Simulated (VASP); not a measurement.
# SiMo5 (P-3m1) in VASP: relaxation of cell and atoms with PBE

Aim: the relaxation of cell and atoms of SiMo5 with PBE.

All numbers are computed with VASP 6.6.1; they aren't measurements. Logs are shortened: lines on timing, memory, paths and dates and some standing lists are left out, and cuts for length are marked.

### 1 The cell of the first run

The structure is trigonal, space group P-3m1 (No. 164). Conventional cell: a = 4.417 Å, b = 4.417 Å, c = 5.390 Å, α = 90.00°, β = 90.00°, γ = 120.00°. Within 3.6 Å of Si (site symmetry -3m) lie 14 Mo at 2.70 to 3.10 Å. Mo (site symmetry 3m) has 11 Mo at 2.67 to 3.14 Å and 3 Si at 2.71 Å within 3.5 Å. Mo (site symmetry 3m) has 11 Mo at 2.67 to 3.16 Å and 3 Si at 3.10 Å within 3.5 Å. Mo (site symmetry -3m) has 2 Si at 2.70 Å and 12 Mo at 2.72 to 3.11 Å within 3.6 Å.

### 2 Relaxation of cell and atoms, PBE

Contents of INCAR:

```
SYSTEM = SiMo5
PREC     = Accurate       ! precision mode
ENCUT    = 600            ! plane-wave cutoff, eV
EDIFF    = 1E-6           ! SCF threshold, eV
ISMEAR   = 0              ! smearing method
SIGMA    = 0.1            ! smearing width, eV
LREAL    = .FALSE.        ! projectors in reciprocal space
LASPH    = .TRUE.         ! aspherical terms in the spheres
NELM     = 80             ! most SCF steps
ALGO     = Fast           ! electronic algorithm
ISIF     = 3              ! what is computed and relaxed
LWAVE    = .FALSE.        ! write WAVECAR
LCHARG   = .FALSE.        ! write CHGCAR
GGA      = PE             ! functional
IBRION   = 2              ! ionic algorithm
NSW      = 100            ! ionic steps
EDIFFG   = -0.01          ! ionic threshold
```

Contents of KPOINTS:

```
Automatic mesh
0
G
  12 12 6
  0 0 0
```

Contents of POSCAR:

```
SiMo5
1.0
    4.4173310422      0.0000000000      0.0000000000
   -2.2086655211      3.8255208995      0.0000000000
    0.0000000000      0.0000000000      5.3902538259
Si Mo
1 5
Direct
    0.0000000000      0.0000000000      0.0000000000
    0.6666666667      0.3333333333      0.8307905851
    0.3333333333      0.6666666667      0.6733228934
    0.3333333333      0.6666666667      0.1692094149
    0.6666666667      0.3333333333      0.3266771066
    0.0000000000      0.0000000000      0.5000000000
```

Potentials or basis: VASP PAW PBE potentials, release 64 (Si, Mo_sv).

Launch:

```sh
$ cat potpaw_PBE.64/Si/POTCAR potpaw_PBE.64/Mo_sv/POTCAR > POTCAR
$ mpirun -np 1 vasp_std > vasp.out
```

OUTCAR:

```text
SYSTEM = SiMo5
   PREC = Accurate
   ENCUT = 600
   EDIFF = 1E-6
   ISMEAR = 0
   LREAL = .FALSE.
   LASPH = .TRUE.
   NELM = 80
   ISIF = 3
   GGA = PE
   IBRION = 2
   NSW = 100
   EDIFFG = -0.01

 ion  position               nearest neighbor table
   1  0.000  0.000  0.000-   6 2.70   6 2.70   2 2.71   4 2.71   2 2.71   4 2.71   2 2.71   4 2.71
                             3 3.10   5 3.10   3 3.10   5 3.10   3 3.10   5 3.10
   2  0.667  0.333  0.831-   5 2.67   3 2.69   3 2.69   3 2.69   1 2.71   1 2.71   1 2.71   5 2.72
                             6 3.11   6 3.11   6 3.11   4 3.14   4 3.14   4 3.14
   3  0.333  0.667  0.673-   4 2.67   2 2.69   2 2.69   2 2.69   6 2.72   6 2.72   6 2.72   4 2.72
                             1 3.10   1 3.10   1 3.10   5 3.16   5 3.16   5 3.16
   4  0.333  0.667  0.169-   3 2.67   5 2.69   5 2.69   5 2.69   1 2.71   1 2.71   1 2.71   3 2.72
                             6 3.11   6 3.11   6 3.11   2 3.14   2 3.14   2 3.14
   5  0.667  0.333  0.327-   2 2.67   4 2.69   4 2.69   4 2.69   6 2.72   6 2.72   6 2.72   2 2.72
                             1 3.10   1 3.10   1 3.10   3 3.16   3 3.16   3 3.16
   6  0.000  0.000  0.500-   1 2.70   1 2.70   5 2.72   3 2.72   5 2.72   3 2.72   5 2.72   3 2.72
                             2 3.11   4 3.11   2 3.11   4 3.11   2 3.11   4 3.11

  LATTYP: Found a hexagonal cell.
 ALAT       =     4.4173310422
 C/A-ratio  =     1.2202512726

  Lattice vectors:

 A1 = (   4.4173310422,   0.0000000000,   0.0000000000)
 A2 = (  -2.2086655211,   3.8255208995,   0.0000000000)
 A3 = (   0.0000000000,   0.0000000000,   5.3902538259)

Analysis of symmetry for initial positions (statically):
=====================================================================
 Subroutine PRICEL returns:
 Original cell was already a primitive cell.

 Routine SETGRP: Setting up the symmetry group for a
 hexagonal supercell.

 Subroutine GETGRP returns: Found 12 space group operations
 (whereof 12 operations were pure point group operations)
 out of a pool of 24 trial point group operations.

The static configuration has the point symmetry D_3d.

Analysis of symmetry for dynamics (positions and initial velocities):
=====================================================================
 Subroutine PRICEL returns:
 Original cell was already a primitive cell.

 Routine SETGRP: Setting up the symmetry group for a
 hexagonal supercell.

 Subroutine GETGRP returns: Found 12 space group operations
 (whereof 12 operations were pure point group operations)
 out of a pool of 24 trial point group operations.

The dynamic configuration has the point symmetry D_3d.
[... 112 lines left out ...]
   NFREE  =      1    steps in history (QN), initial steepest desc. (CG)
   ISIF   =      3    stress and relaxation
   ISYM   =      2    0-nonsym 1-usesym 2-fastsym
   POTIM  = 0.5000    time-step for ionic-motion
   TEBEG  =    0.0;   TEEND  =   0.0 temperature during run
   PSTRESS=    0.0 pullay stress
   NELECT =      74.0000    total number of electrons
   NUPDOWN=      -1.0000    fix difference up-down
   EMIN   =  10.00;   EMAX   =-10.00  energy-range for DOS
   EFERMI =   0.00;   METHOD = LEGACY
   ISMEAR =     0;   SIGMA  =   0.10  broadening in eV -4-tet -1-fermi 0-gaus
   EFERMI_NEDOS =   21; number of points for ismear=-14 and -15
   IALGO  =     68    algorithm
   IMIX   =      4    mixing-type and parameters
     AMIX     =   0.40;   BMIX     =  1.00
     AMIX_MAG =   1.60;   BMIX_MAG =  1.00
  volume/ion in A,a.u.               =      15.18       102.45
  Fermi-wavevector in a.u.,A,eV,Ry     =   1.527562  2.886673 31.748452  2.333445
  Thomas-Fermi vector in A             =   2.635441
   LORBIT       =      0    0 simple, 1 ext, 2 COOP (PROOUT), +10 PAW based schemes
   GGA     = PE    functional components
   LHFCALC =     F    Hartree Fock is set to
   AEXX    =    0.0000 exact exchange contribution
   IVDW    =     0    specifies the selected vdW correction
   LEPSILON=     F    determine dielectric tensor
   LRPA    =     F    only Hartree local field effects (RPA)
 conjugate gradient relaxation of ions
 non-spin polarized calculation
 RMM-DIIS sequential band-by-band and
 Gauss-broadening in eV      SIGMA  =   0.10
  energy-cutoff  :      600.00
  volume of cell :       91.09
 maximum number of plane-waves:      3070
   NGX = 17   NGY = 17   NGZ = 21

--------------------------------------- Ionic step        1  -------------------------------------------

 number of electron      74.0000008 magnetization

 Free energy of the ion-electron system (eV)
  ---------------------------------------------------
  ext. energy  EPLUGINS =         0.00000000
  ---------------------------------------------------
  free energy    TOTEN  =       -60.55187622 eV

  energy without entropy =      -60.53440505  energy(sigma->0) =      -60.54314064

------------------------ aborting loop because EDIFF is reached ----------------------------------------

  FORCE on cell =-STRESS in cart. coord.  units (eV):
  Direction    XX          YY          ZZ          XY          YZ          ZX
  --------------------------------------------------------------------------------------
  -------------------------------------------------------------------------------------
  Total        0.3780985      0.3780985     -0.3078951      0.0000000      0.0000000      0.0000000
  in kB        6.6505236      6.6505236     -5.4156878      0.0000000      0.0000000      0.0000000
  external PRESSURE =       2.6284532 kB  Pullay stress =       0.0000000 kB
[... 227 lines left out ...]
--------------------------------------- Ionic step        7  -------------------------------------------

 number of electron      74.0000009 magnetization

 Free energy of the ion-electron system (eV)
  ---------------------------------------------------
  ext. energy  EPLUGINS =         0.00000000
  ---------------------------------------------------
  free energy    TOTEN  =       -60.55511292 eV

  energy without entropy =      -60.53775788  energy(sigma->0) =      -60.54643540

 E-fermi :  12.3231     XC(G=0): -13.1224

 val. band max:       12.3216945156   @ k =   0.1667   0.1667   0.1667
 cond. band min:      12.3261897552   @ k =   0.4167   0.1667   0.5000
 fundamental gap:      0.0044952396
 Fermi energy:        12.3231195295

 k-point     1 :       0.0000    0.0000    0.0000
  band No.  band energies     occupation
      1     -48.8411      2.00000
      2     -48.6916      2.00000
      3     -48.4822      2.00000
      4     -48.3838      2.00000
      5     -48.3408      2.00000
      6     -23.3163      2.00000
[... 1117 lines left out ...]
     43      14.5323      0.00000
     44      14.7090      0.00000

 [... further k-points ...]
[... 5 lines left out ...]
  --------------------------------------------------------------------------------------
  -------------------------------------------------------------------------------------
  Total       -0.0057475     -0.0057475      0.0254460      0.0000000      0.0000000      0.0000000
  in kB       -0.1009868     -0.1009868      0.4470998      0.0000000      0.0000000      0.0000000
  external PRESSURE =       0.0817088 kB  Pullay stress =       0.0000000 kB
[... 21 lines left out ...]
  FREE ENERGIE OF THE ION-ELECTRON SYSTEM (eV)
  ---------------------------------------------------
  free  energy   TOTEN  =       -60.5551129201 eV

  energy  without entropy=      -60.5377578800  energy(sigma->0) =      -60.54643540

 reached required accuracy - stopping structural energy minimisation
```

OSZICAR:

```text
N       E                     dE             d eps       ncg     rms          rms(c)
DAV:   1     0.977998002142E+03    0.97800E+03   -0.49445E+04  8808   0.194E+03
DAV:   2    -0.188543196557E+02   -0.99685E+03   -0.97985E+03  9308   0.569E+02
[... 63 lines left out ...]
   6 F= -.60555094E+02 E0= -.60546420E+02  d E =-.533870E-03
       N       E                     dE             d eps       ncg     rms          rms(c)
DAV:   1    -0.605551215889E+02   -0.27822E-04   -0.13758E-02  9224   0.852E-01    0.540E-02
RMM:   2    -0.605551190911E+02    0.24978E-05   -0.42832E-04  8808   0.141E-01    0.207E-02
RMM:   3    -0.605551121329E+02    0.69582E-05   -0.70113E-05  9098   0.477E-02    0.911E-03
RMM:   4    -0.605551130690E+02   -0.93611E-06   -0.18715E-05  9160   0.189E-02    0.622E-03
RMM:   5    -0.605551129201E+02    0.14891E-06   -0.43318E-06  6293   0.887E-03
   7 F= -.60555113E+02 E0= -.60546435E+02  d E =-.194000E-04
```

Wall time 38 min (1 thread of Oxide Virtual Turin-like, shared host); peak memory 0.47 GiB.

Results:

```yaml
Free_energy: -60.5551 eV
Relaxed_volume: 15.20 Å³/atom
Relaxed_cell: a = 4.429 Å, b = 4.429 Å, c = 5.367 Å, α = 90.00°, β = 90.00°, γ = 120.00°
Space_group_after_relaxing_to_0.1_Å: P-3m1 (No. 164)
Energy_gained_by_relaxing: 0.5 meV/atom
Ionic_steps: 7
Pressure_after_relaxing: 0.0 GPa
Largest_force_after_relaxing: 0.006 eV/Å
Band_gap_on_the_k_mesh: zero (bands 37 and 38 overlap by 1.06 eV)
```

Forces on the atoms (eV/Å):
```
Si   0.000  0.000  0.000
Mo   0.000  0.000  0.006
Mo   0.000  0.000  0.002
Mo   0.000  0.000 -0.006
Mo   0.000  0.000 -0.002
Mo   0.000  0.000  0.000
```

Step by step:
| step | energy change (eV) | largest force (eV/Å) | pressure (GPa) | volume (Å³) |
| --- | --- | --- | --- | --- |
| 1 | 0.0000 | 0.1658 | 0.26 | 91.09 |
| 2 | -0.0027 | 0.0315 | -0.62 | 91.42 |
| 3 | -0.0027 | 0.0404 | -0.57 | 91.40 |
| 4 | -0.0019 | 0.0563 | 0.94 | 90.85 |
| 5 | -0.0032 | 0.0188 | -0.01 | 91.18 |
| 6 | -0.0032 | 0.0188 | 0.04 | 91.18 |
| 7 | -0.0032 | 0.0061 | 0.01 | 91.19 |

Final structure:
```
Si Mo
1.0
     4.42925    0.00000    0.00000
    -2.21462    3.83584    0.00000
     0.00000    0.00000    5.36704
Si Mo
1 5
Direct
  0.00000 0.00000 0.00000
  0.66667 0.33333 0.83095
  0.33333 0.66667 0.67142
  0.33333 0.66667 0.16905
  0.66667 0.33333 0.32858
  0.00000 0.00000 0.50000
```
